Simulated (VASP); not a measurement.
# Si (Cm) in VASP: further runs, part 2 of 2

VASP 6.6.1.

**3. Single point, LDA (atom 1 (Si) moved by (+0.300, +0.300) A along y and z)**

INCAR reads:

```
SYSTEM = Si
ALGO = Normal
EDIFF = 1E-6
ENCUT = 520
ISIF = 2
ISMEAR = 0
LASPH = .TRUE.
LCHARG = .FALSE.
LREAL = .FALSE.
LWAVE = .FALSE.
NBANDS = 16
NELM = 80
PREC = Accurate
SIGMA = 0.03
```

KPOINTS reads:

```
k-points
0
G
  12 12 6
  0 0 0
```

POSCAR reads:

```
Si
1.0
    3.8313174605      0.0000000000      0.0000000000
   -1.9156587303      3.3180182508      0.0000000000
    0.0000000000      0.0000000000      6.3326220002
Si
4
Direct
    0.3785410413      0.7570820825      0.1103832419
    0.6666666667      0.3333333333      0.5630095000
    0.3333333333      0.6666666667      0.4369905000
    0.6666666667      0.3333333333      0.9369905000
```

Potentials or basis: VASP PAW LDA potentials, release 64 (Si).

The run is started by

```
$ cat potpaw_LDA.64/Si/POTCAR > POTCAR
$ mpirun -np 1 vasp_std > vasp.out
```

OUTCAR:

```text
SYSTEM = Si
   EDIFF = 1E-6
   ENCUT = 520
   ISIF = 2
   ISMEAR = 0
   LASPH = .TRUE.
   LREAL = .FALSE.
   NELM = 80
   PREC = Accurate

 ion  position               nearest neighbor table
   1  0.379  0.757  0.110-   3 2.09   4 2.20   4 2.62   4 2.62
   2  0.667  0.333  0.563-   3 2.35   3 2.35   3 2.35   4 2.37
   3  0.333  0.667  0.437-   1 2.09   2 2.35   2 2.35   2 2.35
   4  0.667  0.333  0.937-   1 2.20   2 2.37   1 2.62   1 2.62

  LATTYP: Found a hexagonal cell.
 ALAT       =     3.8313174605
 C/A-ratio  =     1.6528575524

  Lattice vectors:

 A1 = (   3.8313174605,   0.0000000000,   0.0000000000)
 A2 = (  -1.9156587303,   3.3180182508,   0.0000000000)
 A3 = (   0.0000000000,   0.0000000000,   6.3326220002)

Analysis of symmetry for initial positions (statically):
=====================================================================
 Subroutine PRICEL returns:
 Original cell was already a primitive cell.

 Routine SETGRP: Setting up the symmetry group for a
 hexagonal supercell.

 Subroutine GETGRP returns: Found  2 space group operations
 (whereof  2 operations were pure point group operations)
[... 172 lines left out ...]
 fundamental gap:      0.0317161141
 Fermi energy:         6.2591385737

 k-point     1 :       0.0000    0.0000    0.0000
  band No.  band energies     occupation
      1      -6.4026      2.00000
      2      -3.6539      2.00000
      3      -1.8969      2.00000
      4       4.1588      2.00000
      5       4.5566      2.00000
      6       4.6790      2.00000
[... 433 lines left out ...]
      3      -1.9690      2.00000
      4       0.6616      2.00000
      5       1.7677      2.00000
      6       2.6194      2.00000
[... 8 lines left out ...]
     15      12.1812      0.00000
     16      13.2917      0.00000

 [... further k-points ...]

------------------------ aborting loop because EDIFF is reached ----------------------------------------

  FORCE on cell =-STRESS in cart. coord.  units (eV):
  Direction    XX          YY          ZZ          XY          YZ          ZX
  --------------------------------------------------------------------------------------
  -------------------------------------------------------------------------------------
  Total       -3.0983811      0.0352670      4.5628809     -0.0000000     -2.9655536      0.0000000
  in kB      -61.6644623      0.7018888     90.8111631     -0.0000000    -59.0209072      0.0000000
  external PRESSURE =       9.9495299 kB  Pullay stress =       0.0000000 kB

 VOLUME and BASIS-vectors are now :
 -----------------------------------------------------------------------------
  energy-cutoff  :      520.00
  volume of cell :       80.50
      direct lattice vectors                 reciprocal lattice vectors
     3.831317461  0.000000000  0.000000000     0.261006823  0.150692360  0.000000000
    -1.915658730  3.318018251  0.000000000     0.000000000  0.301384720  0.000000000
     0.000000000  0.000000000  6.332622000     0.000000000  0.000000000  0.157912473

 POSITION                                       TOTAL-FORCE (eV/Angst)
 -----------------------------------------------------------------------------------
      0.00000      2.51201      0.69902         0.000000     -2.284146     -4.723951
      1.91566      1.10601      3.56533         0.000000     -0.116544      0.364217
     -0.00000      2.21201      2.76730         0.000000     -0.226266      3.471230
      1.91566      1.10601      5.93361        -0.000000      2.626957      0.888504
 -----------------------------------------------------------------------------------
    total drift:                               -0.000000     -0.000097      0.000012

  FREE ENERGIE OF THE ION-ELECTRON SYSTEM (eV)
  ---------------------------------------------------
  free  energy   TOTEN  =       -22.6631032735 eV

  energy  without entropy=      -22.6627340015  energy(sigma->0) =      -22.66291864
```

stdout:

```text
POSCAR found type information on POSCAR Si
 POSCAR found :  1 types and       4 ions
 scaLAPACK will be used
 LDA part: xc-table for (Slater(with rela. corr.)+CA(PZ))
 , standard interpolation
 POSCAR, INCAR and KPOINTS ok, starting setup
 FFT: planning ... GRIDC
 FFT: planning ... GRID_SOFT
 FFT: planning ... GRID
 WAVECAR not read
 entering main loop
```

Wall time 4 min (1 thread of Intel Xeon 8259CL, shared host); peak memory 0.32 GiB.

What came out:

```
Free energy            : -22.6631 eV
Pressure               : 1.0 GPa
Largest force          : 5.247 eV/Å
Band gap on the k mesh : zero (bands 8 and 9 overlap by 0.82 eV)
```

Forces on the atoms (eV/Å):
```
Si   0.000 -2.284 -4.724
Si   0.000 -0.117  0.364
Si   0.000 -0.226  3.471
Si   0.000  2.627  0.889
```

Levels at points of the mesh, in eV from the Fermi level:
```
           k point  band 6  band 7  band 8  band 9  band 10  band 11
(0.00, 0.00, 0.00)   -1.58   -0.07    0.69    0.80     1.19     1.67
(0.50, 0.00, 0.00)   -3.62   -3.35   -1.26   -0.10     1.73     1.82
(0.00, 0.50, 0.00)   -4.02   -3.34   -1.00    0.19     2.14     2.33
(0.00, 0.00, 0.50)   -1.54   -1.05    0.16    1.05     1.90     1.96
(0.50, 0.00, 0.50)   -3.11   -2.78   -1.86    0.07     0.56     1.02
(0.00, 0.50, 0.50)   -3.06   -2.70   -1.80   -0.13     0.45     1.05
```

Caveat: the cell differs from its parent crystal (atom 1 (Si) moved by (+0.300, +0.300) A along y and z); the stress differs along the axes, from -6 to 9 GPa; forces of over 1 eV/Å act on the atoms, so gaps and moduli don't describe the material at rest.

The gap in the log of VASP goes by the Fermi energy; the results here count the filled bands.